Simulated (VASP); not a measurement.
# Os (P-1) in VASP: single point with PBE

Aim: the single point of Os with PBE.

Everything below comes from runs of VASP 6.6.1. Logs are shortened: lines on timing, memory, paths and dates and some standing lists are left out, and cuts for length are marked.

### Step 1. The cell of the first run

The typed cell holds 2 atoms: a = 2.734 Å, b = 2.734 Å, c = 4.320 Å, α = 90.00°, β = 90.00°, γ = 120.00°.

### Step 2. Single point, PBE (atom 1 (Os) moved by (-0.100, -0.100) A along x and z)

The input, INCAR:

```
PREC     = Accurate       # precision mode
ENCUT    = 520            # plane-wave cutoff, eV
EDIFF    = 1E-7           # SCF threshold, eV
ISMEAR   = 0              # smearing method
SIGMA    = 0.15           # smearing width, eV
LREAL    = False          # projectors in reciprocal space
LASPH    = True           # aspherical terms in the spheres
NELM     = 100            # most SCF steps
ALGO     = Fast           # electronic algorithm
ISIF     = 2              # what is computed and relaxed
LWAVE    = False          # write WAVECAR
LCHARG   = True           # write CHGCAR
GGA      = PE             # functional
LELF     = True           # ELF
LVHAR    = True         
NBANDS   = 15             # bands
```

The input, KPOINTS:

```
Automatic mesh
0
Gamma
  18 18 12
```

The input, POSCAR:

```
Os
1.0
    2.7340999755      0.0000000000      0.0000000000
   -1.3670499878      2.3678000353      0.0000000000
    0.0000000000      0.0000000000      4.3197000000
Os
2
Direct
    0.2967582260      0.6666666667      0.2268502442
    0.6666666667      0.3333333333      0.7500000000
```

Potentials or basis: VASP PAW PBE potentials, release 64 (Os).

On the command line:

```console
> cat potpaw_PBE.64/Os/POTCAR > POTCAR
> mpirun -np 1 vasp_std > vasp.out
```

OUTCAR:

```text
PREC = Accurate
   ENCUT = 520
   EDIFF = 1E-7
   ISMEAR = 0
   LREAL = False
   LASPH = True
   NELM = 100
   ISIF = 2
   GGA = PE

 ion  position               nearest neighbor table
   1  0.297  0.667  0.227-   2 2.54   2 2.60   2 2.65   2 2.71   2 2.76   2 2.81
   2  0.667  0.333  0.750-   1 2.54   1 2.60   1 2.65   1 2.71   1 2.76   1 2.81

  LATTYP: Found a hexagonal cell.
 ALAT       =     2.7340999755
 C/A-ratio  =     1.5799349105

  Lattice vectors:

 A1 = (   2.7340999755,   0.0000000000,   0.0000000000)
 A2 = (  -1.3670499878,   2.3678000353,   0.0000000000)
 A3 = (   0.0000000000,   0.0000000000,   4.3197000000)

Analysis of symmetry for initial positions (statically):
=====================================================================
 Subroutine PRICEL returns:
 Original cell was already a primitive cell.

 Routine SETGRP: Setting up the symmetry group for a
 hexagonal supercell.

 Subroutine GETGRP returns: Found  2 space group operations
 (whereof  1 operations were pure point group operations)
 out of a pool of 24 trial point group operations.

The static configuration has the point symmetry C_1 .
 The point group associated with its full space group is S_2 .

Analysis of symmetry for dynamics (positions and initial velocities):
=====================================================================
 Subroutine PRICEL returns:
 Original cell was already a primitive cell.

 Routine SETGRP: Setting up the symmetry group for a
 hexagonal supercell.

 Subroutine GETGRP returns: Found  2 space group operations
 (whereof  1 operations were pure point group operations)
 out of a pool of 24 trial point group operations.

The dynamic configuration has the point symmetry C_1 .
 The point group associated with its full space group is S_2 .

 Subroutine INISYM returns: Found  2 space group operations
 (whereof  1 operations are pure point group operations),
 and found     1 'primitive' translations

----------------------------------------------------------------------------------------

                                     Primitive cell

  volume of cell :      27.9649

  direct lattice vectors                    reciprocal lattice vectors
     2.734099975  0.000000000  0.000000000     0.365751073  0.211166481  0.000000000
    -1.367049988  2.367800035  0.000000000     0.000000000  0.422332961  0.000000000
     0.000000000  0.000000000  4.319700000     0.000000000  0.000000000  0.231497558

  length of vectors
     2.734099975  2.734099976  4.319700000     0.422332961  0.422332961  0.231497558

  position of ions in fractional coordinates (direct lattice)
     0.296758226  0.666666667  0.226850244
     0.666666667  0.333333333  0.750000000

  ion indices of the primitive-cell ions
   primitive index   ion index
                 1           1
                 2           2

----------------------------------------------------------------------------------------

 KPOINTS: Automatic mesh

Automatic generation of k-mesh.
 Grid dimensions read from file:
 generate k-points for:   18   18   12

 Generating k-lattice:

  Cartesian coordinates                     Fractional coordinates (reciprocal lattice)
     0.020319504  0.011731471  0.000000000     0.055555556  0.000000000  0.000000000
     0.000000000  0.023462942  0.000000000     0.000000000  0.055555556  0.000000000
     0.000000000  0.000000000  0.019291463     0.000000000  0.000000000  0.083333333

  Length of vectors
     0.023462942  0.023462942  0.019291463

  Shift w.r.t. Gamma in fractional coordinates (k-lattice)
     0.000000000  0.000000000  0.000000000

 Subroutine IBZKPT returns following result:
 ===========================================

 Found   1948 irreducible k-points:

 Following reciprocal coordinates:
            Coordinates               Weight
  0.000000  0.000000  0.000000      1.000000
  0.055556  0.000000  0.000000      2.000000
  0.000000  0.055556  0.000000      2.000000
 -0.055556  0.055556  0.000000      2.000000
  0.111111  0.000000  0.000000      2.000000
  0.000000  0.111111  0.000000      2.000000
[... 16 lines left out ...]
  0.444444  0.000000  0.000000      2.000000
  0.000000  0.444444  0.000000      2.000000
 [... further k-points ...]
   k-points           NKPTS =   1948   k-points in BZ     NKDIM =   1948   number of bands    NBANDS=     15
   number of dos      NEDOS =    301   number of ions     NIONS =      2
   total plane-waves  NPLWV =  12800
   dimension x,y,z NGX =    20 NGY =   20 NGZ =   32
   dimension x,y,z NGXF=    40 NGYF=   40 NGZF=   64
   ions per type =               2
   NGX,Y,Z   is equivalent  to a cutoff of  12.16, 12.16, 12.32 a.u.
   NGXF,Y,Z  is equivalent  to a cutoff of  24.32, 24.32, 24.63 a.u.
 SYSTEM =  unknown system
   PREC   = accura    normal or accurate (medium, high low for compatibility)
   ISTART =      0    job   : 0-new  1-cont  2-samecut
   ICHARG =      2    charge: 1-file 2-atom 10-const
   ISPIN  =      1    spin polarized calculation?
   LNONCOLLINEAR =      F non collinear calculations
   LSORBIT =      F    spin-orbit coupling
   LASPH  =      T    aspherical Exc in radial PAW
   ENCUT  =  520.0 eV  38.22 Ry    6.18 a.u.   5.08  5.08  8.03*2*pi/ulx,y,z
   NELM   =    100;   NELMIN=  2; NELMDL= -5     # of ELM steps
   EDIFF  = 0.1E-06   stopping-criterion for ELM
   LREAL  =      F    real-space projection
   EDIFFG = 0.1E-05   stopping-criterion for IOM
   NSW    =      0    number of steps for IOM
   IBRION =     -1    ionic relax: 0-MD 1-quasi-New 2-CG
   NFREE  =      0    steps in history (QN), initial steepest desc. (CG)
   ISIF   =      2    stress and relaxation
   ISYM   =      2    0-nonsym 1-usesym 2-fastsym
   POTIM  = 0.5000    time-step for ionic-motion
   TEBEG  =    0.0;   TEEND  =   0.0 temperature during run
   PSTRESS=    0.0 pullay stress
   NELECT =      16.0000    total number of electrons
   NUPDOWN=      -1.0000    fix difference up-down
   EMIN   =  10.00;   EMAX   =-10.00  energy-range for DOS
   EFERMI =   0.00;   METHOD = LEGACY
   ISMEAR =     0;   SIGMA  =   0.15  broadening in eV -4-tet -1-fermi 0-gaus
   EFERMI_NEDOS =   21; number of points for ismear=-14 and -15
   IALGO  =     68    algorithm
   IMIX   =      4    mixing-type and parameters
     AMIX     =   0.40;   BMIX     =  1.00
     AMIX_MAG =   1.60;   BMIX_MAG =  1.00
  volume/ion in A,a.u.               =      13.98        94.36
  Fermi-wavevector in a.u.,A,eV,Ry     =   1.359076  2.568282 25.131162  1.847088
  Thomas-Fermi vector in A             =   2.485855
   LORBIT       =      0    0 simple, 1 ext, 2 COOP (PROOUT), +10 PAW based schemes
   GGA     = PE    functional components
   LHFCALC =     F    Hartree Fock is set to
   AEXX    =    0.0000 exact exchange contribution
   IVDW    =     0    specifies the selected vdW correction
   LEPSILON=     F    determine dielectric tensor
   LRPA    =     F    only Hartree local field effects (RPA)
 non-spin polarized calculation
 RMM-DIIS sequential band-by-band and
 Gauss-broadening in eV      SIGMA  =   0.15
  energy-cutoff  :      520.00
  volume of cell :       27.96
 maximum number of plane-waves:       770
   NGX = 11   NGY = 11   NGZ = 17

 number of electron      16.0000000 magnetization

 Free energy of the ion-electron system (eV)
  ---------------------------------------------------
  ext. energy  EPLUGINS =         0.00000000
  ---------------------------------------------------
  free energy    TOTEN  =       -22.35069837 eV

  energy without entropy =      -22.33520803  energy(sigma->0) =      -22.34295320

 E-fermi :   9.5255     XC(G=0): -14.0522

 val. band max:        9.5227347345   @ k =   0.2778  -0.2222   0.0833
 cond. band min:       9.5266699134   @ k =   0.3889   0.1111   0.3333
 fundamental gap:      0.0039351789
 Fermi energy:         9.5255176399

 k-point     1 :       0.0000    0.0000    0.0000
  band No.  band energies     occupation
      1      -1.4693      2.00000
      2       1.6465      2.00000
      3       6.2998      2.00000
      4       6.4580      2.00000
      5       6.4912      2.00000
      6       7.0485      2.00000
      7       7.2124      2.00000
      8       7.8350      2.00000
      9       8.4039      2.00000
     10       9.5915      0.53371
     11      10.7621      0.00000
     12      11.6399      0.00000
     13      18.3913      0.00000
     14      23.4628      0.00000
     15      26.3724      0.00000

 k-point     2 :       0.0556    0.0000    0.0000
  band No.  band energies     occupation
      1      -1.3429      2.00000
      2       1.7628      2.00000
      3       6.0123      2.00000
      4       6.5477      2.00000
      5       6.6854      2.00000
      6       7.0730      2.00000
      7       7.2452      2.00000
      8       7.7452      2.00000
      9       8.3046      2.00000
     10       9.0195      2.00000
     11      10.8921      0.00000
     12      12.3215      0.00000
     13      18.3924      0.00000
     14      23.7120      0.00000
     15      26.5487      0.00000

 k-point     3 :       0.0000    0.0556    0.0000
  band No.  band energies     occupation
      1      -1.3435      2.00000
      2       1.7588      2.00000
      3       6.0529      2.00000
      4       6.4967      2.00000
      5       6.7423      2.00000
      6       6.9761      2.00000
      7       7.2770      2.00000
      8       7.7709      2.00000
      9       8.2925      2.00000
     10       8.9613      2.00000
     11      11.1019      0.00000
     12      12.1753      0.00000
     13      18.3942      0.00000
     14      23.7244      0.00000
     15      26.5272      0.00000
[... 343 lines left out ...]
 k-point    23 :       0.4444    0.0000    0.0000
  band No.  band energies     occupation
      1       2.2547      2.00000
      2       2.5987      2.00000
      3       3.3200      2.00000
      4       6.0221      2.00000
      5       6.1587      2.00000
      6       6.5538      2.00000
      7       7.4494      2.00000
      8      11.1812      0.00000
      9      11.8783      0.00000
     10      12.1440      0.00000
     11      12.8575      0.00000
     12      16.4472      0.00000
     13      18.5665      0.00000
     14      21.5615      0.00000
     15      21.6558      0.00000

 k-point    24 :       0.0000    0.4444    0.0000
  band No.  band energies     occupation
      1       2.2263      2.00000
      2       2.4298      2.00000
      3       3.1088      2.00000
      4       5.9604      2.00000
      5       6.3786      2.00000
      6       6.9615      2.00000
      7       7.4849      2.00000
      8      11.2666      0.00000
      9      11.7897      0.00000
     10      12.1345      0.00000
     11      12.7680      0.00000
     12      16.5193      0.00000
     13      18.3349      0.00000
     14      21.1528      0.00000
     15      21.7584      0.00000

 [... further k-points ...]
[... 5 lines left out ...]
  --------------------------------------------------------------------------------------
  -------------------------------------------------------------------------------------
  Total        1.7651355      1.8012237      2.6744806      0.3270941      0.0236323      0.4028078
  in kB      101.1289816    103.1965639    153.2276123     18.7400301      1.3539502     23.0778529
  external PRESSURE =     119.1843860 kB  Pullay stress =       0.0000000 kB

 VOLUME and BASIS-vectors are now :
 -----------------------------------------------------------------------------
  energy-cutoff  :      520.00
  volume of cell :       27.96
      direct lattice vectors                 reciprocal lattice vectors
     2.734099975  0.000000000  0.000000000     0.365751073  0.211166481  0.000000000
    -1.367049988  2.367800035  0.000000000     0.000000000  0.422332961  0.000000000
     0.000000000  0.000000000  4.319700000     0.000000000  0.000000000  0.231497558

 POSITION                                       TOTAL-FORCE (eV/Angst)
 -----------------------------------------------------------------------------------
     -0.10000      1.57853      0.97992         0.967683     -0.035440      1.840974
      1.36705      0.78927      3.23977        -0.967683      0.035440     -1.840974
 -----------------------------------------------------------------------------------
    total drift:                                0.000000     -0.000001      0.000001

  FREE ENERGIE OF THE ION-ELECTRON SYSTEM (eV)
  ---------------------------------------------------
  free  energy   TOTEN  =       -22.3506983749 eV

  energy  without entropy=      -22.3352080303  energy(sigma->0) =      -22.34295320
```

It took 9.5 min on 1 thread of Oxide Virtual Turin-like, shared host; peak memory 0.71 GiB.

Results:

```yaml
Free_energy: -22.3507 eV
Pressure: 11.9 GPa
Largest_force: 2.080 eV/Å
Band_gap_on_the_k_mesh: zero (band 8 reaches 11.62 eV, above the bottom of band 9 at 7.79 eV)
```

Forces in eV/Å, atoms in the order of the input:
```
Os   0.968 -0.035  1.841
Os  -0.968  0.035 -1.841
```

Stress tensor (GPa, compression positive):
```
10.11  1.87  2.31
 1.87 10.32  0.14
 2.31  0.14 15.32
```

Caveat: the cell differs from its parent crystal (atom 1 (Os) moved by (-0.100, -0.100) A along x and z); spin-orbit coupling is left out, which moves the levels of the heavy elements; forces of over 1 eV/Å act on the atoms, so gaps and moduli don't describe the material at rest.
